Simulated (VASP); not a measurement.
Here is a VASP 6.6.1 calculation.

Contents of POSCAR:

```
TaN
1.0
    0.0000000000      2.1790000000      2.1790000000
    2.1790000000      0.0000000000      2.1790000000
    2.1790000000      2.1790000000      0.0000000000
Ta N
1 1
Direct
    0.5000000000      0.5000000000      0.5000000000
    0.0000000000      0.0000000000      0.0000000000
```

INCAR.step1

```
ALGO = Normal
EDIFF = 1E-5
ENCUT = 660
GGA = PE
GGA_COMPAT = F
ISMEAR = -1
LASPH = T
LCHARG = F
LREAL = F
LWAVE = T
NBANDS = 15
NELM = 120
PREC = Accurate
SIGMA = 0.1
```

The input INCAR.step2:

```
ALGO = Normal
EDIFF = 1E-6
ENCUT = 660
GGA_COMPAT = F
ISIF = 2
ISMEAR = -1
ISTART = 1
LASPH = T
LCHARG = T
LELF = T
LMIXTAU = T
LREAL = F
LVHAR = T
LWAVE = F
METAGGA = R2SCAN
NBANDS = 15
NELM = 120
PREC = Accurate
SIGMA = 0.1
```

Contents of KPOINTS:

```
k-points
0
Gamma
  13 13 13
```

Potentials or basis: VASP PAW PBE potentials, release 64 (Ta_pv, N).

Launch:

```console
$ cat potpaw_PBE.64/Ta_pv/POTCAR potpaw_PBE.64/N/POTCAR > POTCAR
$ cp INCAR.step1 INCAR
$ mpirun -np 1 vasp_std > vasp.out
$ cp INCAR.step2 INCAR
$ mpirun -np 1 vasp_std > vasp.out
```

**Question.** Predict the band gap on the k mesh.

**Answer.** Zero (bands 8 and 9 overlap by 4.16 eV).

**Question.** What does it give for the pressure?

**Answer.** 12.0 GPa.

Caveat: the cell stands under pressure; the PAW data sets were made with another functional, which shifts forces and pressure a little; spin-orbit coupling is left out, which moves the levels of the heavy elements.
